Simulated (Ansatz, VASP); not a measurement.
GaAs in VASP and in Ansatz

The input INCAR:

```
PREC     = Accurate       # precision mode
ENCUT    = 500            # plane-wave cutoff, eV
EDIFF    = 1E-6           # SCF threshold, eV
ISMEAR   = 0              # smearing method
SIGMA    = 0.01           # smearing width, eV
LREAL    = F              # projectors in reciprocal space
LASPH    = T              # aspherical terms in the spheres
NELM     = 120            # most SCF steps
ALGO     = Normal         # electronic algorithm
ISIF     = 2              # what is computed and relaxed
LWAVE    = F              # write WAVECAR
LCHARG   = F              # write CHGCAR
GGA      = PE             # functional
NBANDS   = 16             # bands
GGA_COMPAT= F
```

KPOINTS

```
regular mesh
0
Gamma
  2 2 2
```

File POSCAR:

```
GaAs
1.0
    0.0000000000      2.8268500000      2.8268500000
    2.8268500000      0.0000000000      2.8268500000
    2.8268500000      2.8268500000      0.0000000000
Ga As
1 1
Direct
    0.0000000000      0.0000000000      0.0000000000
    0.7500000000      0.7500000000      0.7500000000
```

Input for Ansatz:

```yaml
crystal:
  lattice:
    bravais: fcc
    a: 5.6537
  space_group: 216
  atoms:
    - { symbol: Ga, position: [0.0, 0.0, 0.0] }
    - { symbol: As, position: [0.25, 0.25, 0.75] }
  reduce_to_primitive: true
basis:
  ecutwfc: 557.833418042754
kpoints:
  mp_grid:
    grid: [2, 2, 2]
hamiltonian:
  xc: pbe
  pseudopotentials:
    kind: paw
scf:
  occupations:
    method: fixed
output:
  stress: true
```

Alike in both runs: task single point; functional PBE; k mesh 2 × 2 × 2; no spin polarisation.

|  | VASP | Ansatz |
| --- | --- | --- |
| version | VASP 6.6.1 | Ansatz 0.2.0 |
| potentials or method | VASP PAW PBE potentials, release 64 (Ga_d, As), cutoff 500 eV | plane waves, PAW |
| occupations | gaussian, width 0.01 eV | fixed |
| valence electrons in the cell | 18 | 28 |

|  | VASP | Ansatz | Ansatz less VASP |
| --- | --- | --- | --- |
| pressure (GPa) | 9.3 | 9.1 | -0.20 |

VASP's potentials hold 18 valence electrons a cell and Ansatz's 28, so a difference there can come from the potentials and not from the codes.

The k mesh is coarse, so the values compare programs but aren't converged.
